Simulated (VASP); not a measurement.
CsI, 2 atoms in the cell. Symmetry: Pm-3m, No. 221, cubic system. The conventional cell has a = 4.608 Å, b = 4.608 Å, c = 4.608 Å, α = 90.00°, β = 90.00°, γ = 90.00°. Within 5.2 Å of Cs (site symmetry m-3m) lie 8 I at 3.99 Å and 6 Cs at 4.61 Å. Within 5.2 Å of I (site symmetry m-3m) lie 8 Cs at 3.99 Å and 6 I at 4.61 Å. 

```yaml
Program: VASP 6.6.1
Task: single point
Functional: HSE06
Potentials_or_basis: VASP PAW PBE potentials, release 64 (Cs_sv, I)
Cutoff: 400 eV
k_mesh: 4 × 4 × 4
Occupations: gaussian, width 0.01 eV
Spin: no spin polarisation
Dipole_correction: no
Grid_for_exact_exchange_PRECFOCK: Normal
Further_INCAR_settings: ALGO = Normal; EDIFF = 1e-06; NBANDS = 15
Screening_parameter: 0.2079 1/Å
```

Potentials or basis: VASP PAW PBE potentials, release 64 (Cs_sv, I).

Command:

```console
$ cat potpaw_PBE.64/Cs_sv/POTCAR potpaw_PBE.64/I/POTCAR > POTCAR
$ cp INCAR.step1 INCAR
$ mpirun -np 1 vasp_std > vasp.out
$ cp INCAR.step2 INCAR
$ mpirun -np 1 vasp_std > vasp.out
```

Hardware: 1 thread of Intel(R) Xeon(R) Platinum 8259CL CPU @ 2.50GHz (Skylake/Cascade Lake), on a shared host.

Estimate the wall time of this run.

It took 5.3 min on 1 thread of Intel(R) Xeon(R) Platinum 8259CL CPU @ 2.50GHz (Skylake/Cascade Lake), on a shared host, peak memory 0.28 GiB. Counts: k points 10.
